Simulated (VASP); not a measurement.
# Br (Cmce) in VASP: further runs

The runs below take Br through relaxation of cell and atoms, single point, with PBE+D3(BJ).

All numbers are computed with VASP 6.6.1; they aren't measurements. Logs are shortened: lines on timing, memory, paths and dates and some standing lists are left out, and cuts for length are marked.

## Step 1: The cell of the first run

Symmetry: Cmce, No. 64, orthorhombic system. Conventional cell: a = 5.267 Å, b = 3.459 Å, c = 7.767 Å, α = 90.00°, β = 90.00°, γ = 90.00°. Br (site symmetry m) has 12 Br at 2.32 to 3.29 Å within 3.3 Å.

## Step 2: Relaxation of cell and atoms, PBE+D3(BJ), target pressure 50 GPa, at which the enthalpy is minimised

The input, INCAR:

```
ALGO = Normal ; EDIFF = 1E-6
EDIFFG = -0.008 ; ENCUT = 600
GGA = PE ; IBRION = 2
ISIF = 3 ; ISMEAR = 0
IVDW = 12 ; LASPH = True
LCHARG = False ; LREAL = False
LWAVE = False ; NELM = 80
NSW = 70 ; PREC = Accurate
PSTRESS = 500.0 ; SIGMA = 0.02
```

The input, KPOINTS:

```
k-points
0
Gamma
  12 12 6
```

The input, POSCAR:

```
Br
1.0
    2.6333501028     -1.7295484826      0.0000000000
    2.6333501028      1.7295484826      0.0000000000
    0.0000000000      0.0000000000      7.7674520102
Br
4
Direct
    0.1893556628      0.8106443372      0.1229172832
    0.6893556628      0.3106443372      0.3770827168
    0.8106443372      0.1893556628      0.8770827168
    0.3106443372      0.6893556628      0.6229172832
```

Potentials or basis: VASP PAW PBE potentials, release 64 (Br).

The run is started by

```bash
$ cat potpaw_PBE.64/Br/POTCAR > POTCAR
$ mpirun -np 1 vasp_std > vasp.out
```

OUTCAR:

```text
EDIFF = 1E-6
   EDIFFG = -0.008
   ENCUT = 600
   GGA = PE
   IBRION = 2
   ISIF = 3
   ISMEAR = 0
   IVDW = 12
   LASPH = True
   LREAL = False
   NELM = 80
   NSW = 70
   PREC = Accurate
   PSTRESS = 500.0
 IVDW          = 12

 ion  position               nearest neighbor table
   1  0.189  0.811  0.123-   3 2.32   2 2.62   2 2.62
   2  0.689  0.311  0.377-   4 2.32   1 2.62   1 2.62
   3  0.811  0.189  0.877-   1 2.32   4 2.62   4 2.62
   4  0.311  0.689  0.623-   2 2.32   3 2.62   3 2.62

  LATTYP: Found a base centered orthorhombic cell.
 ALAT       =     3.4590969652
 B/A-ratio  =     1.5225650679
 C/A-ratio  =     2.2455143895

  Lattice vectors:

 A1 = (  -2.6333501028,  -1.7295484826,   0.0000000000)
 A2 = (   2.6333501028,  -1.7295484826,   0.0000000000)
 A3 = (   0.0000000000,   0.0000000000,   7.7674520102)

Analysis of symmetry for initial positions (statically):
=====================================================================
 Subroutine PRICEL returns:
 Original cell was already a primitive cell.

 Routine SETGRP: Setting up the symmetry group for a
 base centered orthorhombic supercell.

 Subroutine GETGRP returns: Found  8 space group operations
 (whereof  4 operations were pure point group operations)
 out of a pool of  8 trial point group operations.

The static configuration has the point symmetry C_2h.
 The point group associated with its full space group is D_2h.

Analysis of symmetry for dynamics (positions and initial velocities):
=====================================================================
 Subroutine PRICEL returns:
 Original cell was already a primitive cell.

 Routine SETGRP: Setting up the symmetry group for a
 base centered orthorhombic supercell.

 Subroutine GETGRP returns: Found  8 space group operations
 (whereof  4 operations were pure point group operations)
 out of a pool of  8 trial point group operations.

The dynamic configuration has the point symmetry C_2h.
 The point group associated with its full space group is D_2h.

 Subroutine INISYM returns: Found  8 space group operations
 (whereof  4 operations are pure point group operations),
 and found     1 'primitive' translations

----------------------------------------------------------------------------------------

                                     Primitive cell

  volume of cell :      70.7538

  direct lattice vectors                    reciprocal lattice vectors
     2.633350103 -1.729548483  0.000000000     0.189872209 -0.289092792  0.000000000
     2.633350103  1.729548483  0.000000000     0.189872209  0.289092792  0.000000000
     0.000000000  0.000000000  7.767452010     0.000000000  0.000000000  0.128742347
[... 91 lines left out ...]
   NSW    =     70    number of steps for IOM
   IBRION =      2    ionic relax: 0-MD 1-quasi-New 2-CG
   NFREE  =      1    steps in history (QN), initial steepest desc. (CG)
   ISIF   =      3    stress and relaxation
   ISYM   =      2    0-nonsym 1-usesym 2-fastsym
   POTIM  = 0.5000    time-step for ionic-motion
   TEBEG  =    0.0;   TEEND  =   0.0 temperature during run
   PSTRESS=  500.0 pullay stress
   NELECT =      28.0000    total number of electrons
   NUPDOWN=      -1.0000    fix difference up-down
   EMIN   =  10.00;   EMAX   =-10.00  energy-range for DOS
   EFERMI =   0.00;   METHOD = LEGACY
   ISMEAR =     0;   SIGMA  =   0.02  broadening in eV -4-tet -1-fermi 0-gaus
   EFERMI_NEDOS =   21; number of points for ismear=-14 and -15
   IALGO  =     38    algorithm
   IMIX   =      4    mixing-type and parameters
     AMIX     =   0.40;   BMIX     =  1.00
     AMIX_MAG =   1.60;   BMIX_MAG =  1.00
  volume/ion in A,a.u.               =      17.69       119.37
  Fermi-wavevector in a.u.,A,eV,Ry     =   1.201925  2.271310 19.655314  1.444625
  Thomas-Fermi vector in A             =   2.337721
   LORBIT       =      0    0 simple, 1 ext, 2 COOP (PROOUT), +10 PAW based schemes
   GGA     = PE    functional components
   LHFCALC =     F    Hartree Fock is set to
   AEXX    =    0.0000 exact exchange contribution
   IVDW    =    12    specifies the selected vdW correction
   LEPSILON=     F    determine dielectric tensor
   LRPA    =     F    only Hartree local field effects (RPA)
 conjugate gradient relaxation of ions
 non-spin polarized calculation
 Gauss-broadening in eV      SIGMA  =   0.02
  energy-cutoff  :      600.00
  volume of cell :       70.75
 maximum number of plane-waves:      2386
 NGX is ok and might be reduce to    28

--------------------------------------- Ionic step        1  -------------------------------------------

 number of electron      27.9999998 magnetization

 Free energy of the ion-electron system (eV)
  ---------------------------------------------------
  ext. energy  EPLUGINS =         0.00000000
  ---------------------------------------------------
  free energy    TOTEN  =        -2.41936166 eV

  energy without entropy =       -2.41936166  energy(sigma->0) =       -2.41936166

------------------------ aborting loop because EDIFF is reached ----------------------------------------

 Edisp (eV)   -1.67439

 E8    (eV) :    -0.6604
[... 35 lines left out ...]
--------------------------------------- Ionic step        2  -------------------------------------------

 number of electron      27.9999999 magnetization

 E-fermi :  10.3809     XC(G=0): -12.1776

 val. band max:       10.3616319112   @ k =   0.0000   0.0000   0.1667
 cond. band min:      10.3855784429   @ k =   0.5000   0.4167   0.1667
 fundamental gap:      0.0239465317
 Fermi energy:        10.3809413113

 k-point     1 :       0.0000    0.0000    0.0000
  band No.  band energies     occupation
      1     -11.5810      2.00000
      2      -9.3593      2.00000
      3      -8.8718      2.00000
      4      -3.5395      2.00000
      5       0.0996      2.00000
      6       5.4072      2.00000
[... 578 lines left out ...]
  energy  without entropy=       -2.8960867466  energy(sigma->0) =       -2.89608675

  enthalpy is  TOTEN    =        17.7916295906 eV   P V=       20.6877163373

[... ionic steps 4 to 15 ...]

--------------------------------------- Ionic step       16  -------------------------------------------

 number of electron      28.0000003 magnetization

------------------------ aborting loop because EDIFF is reached ----------------------------------------
[... 83 lines left out ...]
--------------------------------------- Ionic step       18  -------------------------------------------

 number of electron      28.0000003 magnetization

 Free energy of the ion-electron system (eV)
  ---------------------------------------------------
  ext. energy  EPLUGINS =         0.00000000
  ---------------------------------------------------
  free energy    TOTEN  =        -1.00259247 eV

  energy without entropy =       -1.00251630  energy(sigma->0) =       -1.00255439

 E-fermi :   8.2177     XC(G=0): -11.5589

 val. band max:        8.2039438539   @ k =   0.4167   0.4167   0.3333
 cond. band min:       8.2389031381   @ k =   0.5000   0.4167   0.1667
 fundamental gap:      0.0349592842
 Fermi energy:         8.2177280786

 k-point     1 :       0.0000    0.0000    0.0000
  band No.  band energies     occupation
      1     -12.0343      2.00000
      2     -10.0587      2.00000
      3      -9.6604      2.00000
      4      -5.4355      2.00000
      5      -0.5924      2.00000
      6       3.7872      2.00000
[... 534 lines left out ...]
  energy  without entropy=       -2.8000023295  energy(sigma->0) =       -2.80004042

  enthalpy is  TOTEN    =        17.7349010055 eV   P V=       20.5349795071

 reached required accuracy - stopping structural energy minimisation
```

OSZICAR:

```text
N       E                     dE             d eps       ncg     rms          rms(c)
DAV:   1     0.197335293135E+03    0.19734E+03   -0.14494E+04  6192   0.158E+03
[... 126 lines left out ...]
DAV:   3    -0.100260175654E+01    0.35256E-05   -0.59786E-06  7032   0.148E-02    0.106E-02
DAV:   4    -0.100260160891E+01    0.14763E-06   -0.70312E-07  3282   0.540E-03
  17 F= 0.17734925E+02 E0= 0.17734965E+02  d E =-.397745E-04
       N       E                     dE             d eps       ncg     rms          rms(c)
DAV:   1    -0.100259165817E+01    0.10098E-04   -0.10788E-03  6330   0.197E-01    0.233E-02
DAV:   2    -0.100259346468E+01   -0.18065E-05   -0.48107E-05  7176   0.454E-02    0.886E-03
DAV:   3    -0.100259247461E+01    0.99008E-06   -0.10339E-06  4134   0.688E-03
  18 F= 0.17734901E+02 E0= 0.17734939E+02  d E =-.241276E-04
```

CONTCAR:

```text
Br
   1.00000000000000
     2.5274210501065157   -1.6839296655198115    0.0000000000000000
     2.5274210501065157    1.6839296655198115   -0.0000000000000000
     0.0000000000000000    0.0000000000000000    7.7304239137234809
  Br
     4
Direct
     0.2037380972708480    0.7962619027291520    0.1238215073534522
     0.7037380972708480    0.2962619027291521    0.3761784926465477
     0.7962619027291520    0.2037380972708480    0.8761784926465478
     0.2962619027291521    0.7037380972708480    0.6238215073534522

  0.00000000E+00  0.00000000E+00  0.00000000E+00
  0.00000000E+00  0.00000000E+00  0.00000000E+00
  0.00000000E+00  0.00000000E+00  0.00000000E+00
  0.00000000E+00  0.00000000E+00  0.00000000E+00
```

It took 12 min on 1 thread of Intel Xeon 6975P-C (Granite Rapids), shared host; peak memory 0.38 GiB.

Results:

- Free energy: -2.8001 eV
- Relaxed volume: 16.45 Å³/atom
- Relaxed cell: a = 3.037 Å, b = 3.037 Å, c = 7.730 Å, α = 90.00°, β = 90.00°, γ = 67.35°
- Space group after relaxing (to 0.1 Å): Cmce (No. 64)
- Energy change on relaxing (the run minimises the enthalpy): +323.4 meV/atom
- Ionic steps: 18
- Pressure after relaxing: 50.0 GPa
- Largest force after relaxing: 0.008 eV/Å
- Band gap on the k mesh: zero (bands 14 and 15 overlap by 0.23 eV)
- Dispersion energy per atom: -0.449 eV

Forces on the atoms (eV/Å):
```
Br   0.000 -0.002  0.008
Br   0.000 -0.002 -0.008
Br   0.000  0.002 -0.008
Br   0.000  0.002  0.008
```

The path:
```csv
step,energy change (eV),largest force (eV/Å),pressure (GPa),volume (Å³)
1,0.0000,0.3560,38.40,70.75
2,4.3655,0.7840,84.57,58.40
3,1.1977,0.4880,51.07,66.29
4,1.2506,0.4926,51.60,66.12
5,1.3556,0.2229,49.36,65.73
6,1.2727,0.2147,50.20,65.92
7,1.2218,0.1378,49.59,66.06
8,1.1537,0.1075,48.74,66.26
9,1.3074,0.0929,50.43,65.76
10,1.2856,0.0940,50.20,65.83
11,1.2900,0.0243,50.09,65.81
12,1.2920,0.0208,50.05,65.81
13,1.2919,0.0195,50.06,65.81
14,1.2837,0.0108,49.94,65.83
15,1.2804,0.0076,49.90,65.84
16,1.2864,0.0071,49.95,65.82
17,1.2937,0.0136,50.03,65.80
18,1.2937,0.0079,50.03,65.80
```

Final structure:
```
Br
1.0
     2.52742   -1.68393    0.00000
     2.52742    1.68393    0.00000
     0.00000    0.00000    7.73042
Br
4
Direct
  0.20374 0.79626 0.12382
  0.70374 0.29626 0.37618
  0.79626 0.20374 0.87618
  0.29626 0.70374 0.62382
```

Caveat: the cell is relaxed towards a set pressure, so the run minimises the enthalpy, not the energy.

## Step 3: Single point, PBE+D3(BJ)

This run uses another cell than the first one: it holds 8 atoms, not 4.

The input, INCAR:

```
ALGO     = Normal         # electronic algorithm
EDIFF    = 1E-6           # SCF threshold, eV
ENCUT    = 520            # plane-wave cutoff, eV
GGA      = PE             # functional
ISIF     = 2              # what is computed and relaxed
ISMEAR   = 0              # smearing method
IVDW     = 12             # dispersion correction
LASPH    = True           # aspherical terms in the spheres
LCHARG   = False          # write CHGCAR
LREAL    = False          # projectors in reciprocal space
LWAVE    = False          # write WAVECAR
NBANDS   = 38             # bands
NELM     = 80             # most SCF steps
PREC     = Accurate       # precision mode
SIGMA    = 0.02           # smearing width, eV
```

The input, KPOINTS:

```
k-points
0
Gamma
  4 8 4
```

The input, POSCAR:

```
Br
1.0
    6.9880430143      0.0000000000      0.0000000000
    0.0000000000      4.1514961186      0.0000000000
    0.0000000000      0.0000000000      8.5728381361
Br
8
Direct
    0.5000000000      0.3490223922      0.1191043514
    0.5000000000      0.8490223922      0.3808956486
    0.5000000000      0.6509776078      0.8808956486
    0.5000000000      0.1509776078      0.6191043514
    0.0000000000      0.8490223922      0.1191043514
    0.0000000000      0.3490223922      0.3808956486
    0.0000000000      0.1509776078      0.8808956486
    0.0000000000      0.6509776078      0.6191043514
```

Potentials or basis: VASP PAW PBE potentials, release 64 (Br).

The run is started by

```bash
$ cat potpaw_PBE.64/Br/POTCAR > POTCAR
$ mpirun -np 1 vasp_std > vasp.out
```

Run time: 9.7 min. Hardware: 1 thread of Intel Xeon 8259CL, shared host; peak memory 0.5 GiB.

Results (log left out):

```
Free energy                : -14.7817 eV
Pressure                   : 0.0 GPa
Largest force              : 0.010 eV/Å
Band gap on the k mesh     : 1.32 eV
Dispersion energy per atom : -0.232 eV
```

Forces on the atoms (eV/Å):
```
Br   0.000 -0.005  0.008
Br   0.000 -0.005 -0.008
Br   0.000  0.005 -0.008
Br   0.000  0.005  0.008
Br   0.000 -0.005  0.008
Br   0.000 -0.005 -0.008
Br   0.000  0.005 -0.008
Br   0.000  0.005  0.008
```

Levels at points of the mesh, in eV from the valence-band top:
| k point | band 26 | band 27 | band 28 | band 29 | band 30 | band 31 |
| --- | --- | --- | --- | --- | --- | --- |
| (0.00, 0.00, 0.00) | -0.43 | -0.24 | 0.00 | 1.33 | 1.37 | 2.08 |
| (0.50, 0.00, 0.00) | -0.65 | -0.13 | -0.13 | 1.37 | 1.37 | 2.19 |
| (0.00, 0.50, 0.00) | -1.10 | -0.39 | -0.39 | 2.42 | 2.42 | 2.46 |
| (0.50, 0.50, 0.00) | -0.67 | -0.67 | -0.67 | 2.44 | 2.44 | 2.44 |
| (0.00, 0.00, 0.50) | -0.97 | -0.18 | -0.18 | 1.54 | 1.54 | 1.63 |
| (0.50, 0.00, 0.50) | -0.52 | -0.52 | -0.52 | 1.63 | 1.63 | 1.63 |
| (0.00, 0.50, 0.50) | -0.10 | -0.10 | -0.10 | 1.77 | 1.77 | 1.77 |
| (0.50, 0.50, 0.50) | -0.04 | -0.04 | -0.04 | 1.76 | 1.76 | 1.76 |

The gap in the log of VASP goes by the Fermi energy; the results here count the filled bands.